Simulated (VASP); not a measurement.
Crystal: Co.

```
Co
1.0
     2.42738    0.00000    0.00000
    -1.21369    2.10217    0.00000
     0.00000    0.00000    3.92305
Co
2
Cartesian
  0.0000 1.4014 0.9808
  1.2137 0.7007 2.9423
```

Base run:

| Item | Value |
| --- | --- |
| Program | VASP 6.6.1 |
| Functional | LDA |
| Potentials or basis | VASP PAW LDA potentials, release 64 (Co) |
| Cutoff | 520 eV |
| k mesh | 15 × 15 × 8 |
| Occupations | fermi-dirac, width 0.2 eV |
| Spin | collinear spin, ferromagnetic start |
| Starting moments | [1.558, 1.558] μB |

Its results: pressure -3.7 GPa; net moment 2.32 μB per cell; site moments Co +1.16 μB.

The run is repeated on the same cell with these changes: occupations from fermi-dirac, width 0.2 eV to fermi-dirac, width 0.05 eV. What comes out?

Pressure -1.1 GPa; net moment 2.98 μB per cell; site moments Co +1.48 μB.
